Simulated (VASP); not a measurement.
Set up this calculation in VASP 6.6.1, as the native input.

- Task: relaxation of cell and atoms
- Functional: PBE
- Potentials or basis: VASP PAW PBE potentials, release 64 (Cu)
- Cutoff: 600 eV
- k mesh: 20 × 20 × 20
- Occupations: fermi-dirac, width 0.1 eV
- Spin: no spin polarisation
- Target pressure: 7.3 GPa
- Dipole correction: no
- Further INCAR settings: ALGO = Fast; EDIFF = 1e-07; IBRION = 2; EDIFFG = -0.002; NSW = 80; ISIF = 3

The structure of Cu lies in POSCAR:

```
Cu
1.0
    0.0000000000      1.7866013995      1.7866013995
    1.7866013995      0.0000000000      1.7866013995
    1.7866013995      1.7866013995      0.0000000000
Cu
1
Direct
    0.0000000000      0.0000000000      0.0000000000
```

The input as run:

INCAR

```
PREC = Accurate
ENCUT = 600
EDIFF = 1E-7
ISMEAR = -1
SIGMA = 0.1
LREAL = F
LASPH = T
NELM = 80
ALGO = Fast
ISIF = 3
LWAVE = F
LCHARG = F
GGA = PE
IBRION = 2
NSW = 80
EDIFFG = -0.002
PSTRESS = 73.0
```

KPOINTS

```
Automatic mesh
0
Gamma
  20 20 20
```

Potentials or basis: VASP PAW PBE potentials, release 64 (Cu).

Command:

```console
$ cat potpaw_PBE.64/Cu/POTCAR > POTCAR
$ mpirun -np 1 vasp_std > vasp.out
```

Results of the run:

* Relaxed volume: 11.46 Å³/atom
* Relaxed cell: a = 2.531 Å, b = 2.531 Å, c = 2.531 Å, α = 60.00°, β = 60.00°, γ = 60.00°
* Space group after relaxing (to 0.05 Å): Fm-3m (No. 225)
* Energy change on relaxing (the enthalpy is what falls): -2.5 meV/atom
* Ionic steps: 3
* Pressure after relaxing: 7.3 GPa

Caveat: the cell is relaxed towards a set pressure, so the enthalpy falls and the energy may rise.

Wall time 40 s on 1 thread of AMD EPYC 9R45 96-Core Processor (Zen 5), with other jobs on the host, peak memory 0.13 GiB.
